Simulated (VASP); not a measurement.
# Ru (P6_3/mmc) in VASP: further runs, part 2 of 2

VASP 6.6.1. The steps go on from the part before.

### 5 Relaxation of cell and atoms, LDA

This run uses another cell than the first one, of 13.55 Å³/atom.

INCAR reads:

```
SYSTEM = Ru
  PREC = Accurate
  ENCUT = 600
  EDIFF = 1E-7
  ISMEAR = -1
  SIGMA = 0.1
  LREAL = .FALSE.
  LASPH = .TRUE.
  NELM = 100
  ALGO = Normal
  ISIF = 3
  LWAVE = .FALSE.
  LCHARG = .FALSE.
  GGA = CA
  IBRION = 2
  NSW = 80
  EDIFFG = -0.01
```

KPOINTS reads:

```
regular mesh
0
G
  13 13 4
  0 0 0
```

POSCAR reads:

```
Ru
1.0
    2.6763033576      0.0000000000      0.0000000000
   -1.3381516788      2.3177466960      0.0000000000
    0.0000000000      0.0000000000      8.7408067661
Ru
4
Direct
    0.0000000000      0.0000000000      0.0000000000
    0.0000000000      0.0000000000      0.5000000000
    0.3333333333      0.6666666667      0.2500000000
    0.6666666667      0.3333333333      0.7500000000
```

Potentials or basis: VASP PAW LDA potentials, release 64 (Ru_pv).

On the command line:

```console
cat potpaw_LDA.64/Ru_pv/POTCAR > POTCAR
mpirun -np 1 vasp_std > vasp.out
```

OUTCAR:

```text
SYSTEM = Ru
   PREC = Accurate
   ENCUT = 600
   EDIFF = 1E-7
   ISMEAR = -1
   LREAL = .FALSE.
   LASPH = .TRUE.
   NELM = 100
   ISIF = 3
   GGA = CA
   IBRION = 2
   NSW = 80
   EDIFFG = -0.01

 ion  position               nearest neighbor table
   1  0.000  0.000  0.000-   3 2.68   4 2.68   4 2.68   3 2.68   4 2.68   3 2.68
   2  0.000  0.000  0.500-   3 2.68   4 2.68   4 2.68   3 2.68   4 2.68   3 2.68
   3  0.333  0.667  0.250-   1 2.68   2 2.68   1 2.68   2 2.68   1 2.68   2 2.68
   4  0.667  0.333  0.750-   1 2.68   2 2.68   1 2.68   2 2.68   1 2.68   2 2.68

  LATTYP: Found a hexagonal cell.
 ALAT       =     2.6763033576
 C/A-ratio  =     3.2660000001

  Lattice vectors:

 A1 = (   2.6763033576,   0.0000000000,   0.0000000000)
 A2 = (  -1.3381516788,   2.3177466960,   0.0000000000)
 A3 = (   0.0000000000,   0.0000000000,   8.7408067661)

Analysis of symmetry for initial positions (statically):
=====================================================================
 Subroutine PRICEL returns:
 Original cell was already a primitive cell.

 Routine SETGRP: Setting up the symmetry group for a
 hexagonal supercell.

 Subroutine GETGRP returns: Found 24 space group operations
 (whereof 12 operations were pure point group operations)
 out of a pool of 24 trial point group operations.

The static configuration has the point symmetry D_3d.
 The point group associated with its full space group is D_6h.

Analysis of symmetry for dynamics (positions and initial velocities):
=====================================================================
 Subroutine PRICEL returns:
 Original cell was already a primitive cell.

 Routine SETGRP: Setting up the symmetry group for a
 hexagonal supercell.

 Subroutine GETGRP returns: Found 24 space group operations
 (whereof 12 operations were pure point group operations)
 out of a pool of 24 trial point group operations.

The dynamic configuration has the point symmetry D_3d.
[... 131 lines left out ...]
   AEXX    =    0.0000 exact exchange contribution
   IVDW    =     0    specifies the selected vdW correction
   LEPSILON=     F    determine dielectric tensor
   LRPA    =     F    only Hartree local field effects (RPA)
 conjugate gradient relaxation of ions
 non-spin polarized calculation
  energy-cutoff  :      600.00
  volume of cell :       54.22
 maximum number of plane-waves:      1841
 NGX is ok and might be reduce to    24
   NGX = 11   NGY = 11   NGZ = 35

--------------------------------------- Ionic step        1  -------------------------------------------

 number of electron      55.9999982 magnetization

 Free energy of the ion-electron system (eV)
  ---------------------------------------------------
  ext. energy  EPLUGINS =         0.00000000
  ---------------------------------------------------
  free energy    TOTEN  =       -42.42815044 eV

  energy without entropy =      -42.26986356  energy(sigma->0) =      -42.34900700

------------------------ aborting loop because EDIFF is reached ----------------------------------------

  FORCE on cell =-STRESS in cart. coord.  units (eV):
  Direction    XX          YY          ZZ          XY          YZ          ZX
  --------------------------------------------------------------------------------------
  -------------------------------------------------------------------------------------
  Total       -2.3234036     -2.3234036     -4.9898919      0.0000000      0.0000000      0.0000000
  in kB      -68.6566176    -68.6566176   -147.4513961      0.0000000      0.0000000      0.0000000
  external PRESSURE =     -94.9215437 kB  Pullay stress =       0.0000000 kB
[... 177 lines left out ...]
--------------------------------------- Ionic step        6  -------------------------------------------

 number of electron      55.9999998 magnetization

 Free energy of the ion-electron system (eV)
  ---------------------------------------------------
  ext. energy  EPLUGINS =         0.00000000
  ---------------------------------------------------
  free energy    TOTEN  =       -42.48943679 eV

  energy without entropy =      -42.33851440  energy(sigma->0) =      -42.41397559

 E-fermi :  13.2412     XC(G=0): -14.5621

 val. band max:       13.2359704591   @ k =   0.0769   0.0000   0.0000
 cond. band min:      13.2419379576   @ k =   0.0769   0.0000   0.2500
 fundamental gap:      0.0059674985
 Fermi energy:        13.2411727320

 k-point     1 :       0.0000    0.0000    0.0000
  band No.  band energies     occupation
      1     -30.2838      2.00000
      2     -29.7090      2.00000
      3     -29.6488      2.00000
      4     -29.2418      2.00000
      5     -29.2418      2.00000
      6     -29.1664      2.00000
[... 853 lines left out ...]
     32      13.4624      0.19730
     33      14.0826      0.00044

 [... further k-points ...]

------------------------ aborting loop because EDIFF is reached ----------------------------------------

  FORCE on cell =-STRESS in cart. coord.  units (eV):
  Direction    XX          YY          ZZ          XY          YZ          ZX
  --------------------------------------------------------------------------------------
  -------------------------------------------------------------------------------------
  Total       -0.0074693     -0.0074693     -0.0128213     -0.0000000      0.0000000      0.0000000
  in kB       -0.2269987     -0.2269987     -0.3896532     -0.0000000      0.0000000      0.0000000
  external PRESSURE =      -0.2812169 kB  Pullay stress =       0.0000000 kB
[... 19 lines left out ...]
  FREE ENERGIE OF THE ION-ELECTRON SYSTEM (eV)
  ---------------------------------------------------
  free  energy   TOTEN  =       -42.4894367917 eV

  energy  without entropy=      -42.3385143957  energy(sigma->0) =      -42.41397559

 reached required accuracy - stopping structural energy minimisation
```

Run time: 3.6 min. Hardware: 1 thread of Intel Xeon 6975P-C (Granite Rapids), shared host; peak memory 0.24 GiB.

What came out:

```yaml
Free_energy: -42.4894 eV
Relaxed_volume: 13.18 Å³/atom
Relaxed_cell: a = 2.666 Å, b = 2.666 Å, c = 8.562 Å, α = 90.00°, β = 90.00°, γ = 120.00°
Space_group_after_relaxing_to_0.1_Å: P6_3/mmc (No. 194)
Energy_gained_by_relaxing: 15.3 meV/atom
Ionic_steps: 6
Pressure_after_relaxing: 0.0 GPa
Band_gap_on_the_k_mesh: zero (bands 28 and 29 overlap by 3.01 eV)
```

The path:
```tsv
step	energy change (eV)	largest force (eV/Å)	pressure (GPa)	volume (Å³)
1	0.0000	0.0000	-9.49	54.22
2	0.4951	0.0000	41.06	48.14
3	-0.0570	0.0000	0.29	52.67
4	-0.0571	0.0000	0.71	52.61
5	-0.0587	0.0000	-0.54	52.80
6	-0.0613	0.0000	-0.03	52.72
```

Final structure:
```
Ru
1.0
     2.66636    0.00000    0.00000
    -1.33318    2.30913    0.00000
     0.00000    0.00000    8.56243
Ru
4
Direct
  0.00000 0.00000 0.00000
  0.00000 0.00000 0.50000
  0.33333 0.66667 0.25000
  0.66667 0.33333 0.75000
```

### 6 Overview

| task | cell | k mesh | cutoff (eV) | gap on the mesh (eV) | pressure (GPa) |
| --- | --- | --- | --- | --- | --- |
| single point | a = 2.733, b = 2.733, c = 8.777 Å, angles 90.0, 90.0, 120.0°, 4 atoms | 15 × 15 × 4 | 520 | none | -22.5 |
| single point | a = 2.767, b = 2.767, c = 8.884 Å, angles 90.0, 90.0, 120.0°, 4 atoms | 15 × 15 × 4 | 520 | none | -30.6 |
| single point | a = 2.664, b = 2.664, c = 8.554 Å, angles 90.0, 90.0, 120.0°, 4 atoms | 18 × 18 × 5 | 520 | none | 0.8 |
| relaxation of cell and atoms | relaxed from a = 2.676, b = 2.676, c = 8.741 Å, angles 90.0, 90.0, 120.0°, 4 atoms | 13 × 13 × 4 | 600 | none | 0.0 |

Alike in all rows: level LDA; potentials or basis VASP PAW LDA potentials, release 64 (Ru_pv); no spin polarisation; smearing fermi-dirac 0.1 eV.

Caveats: the cell stands under tension (at least some runs).

Total energies depend on the potentials used, so only differences within one code and one set of settings carry meaning.
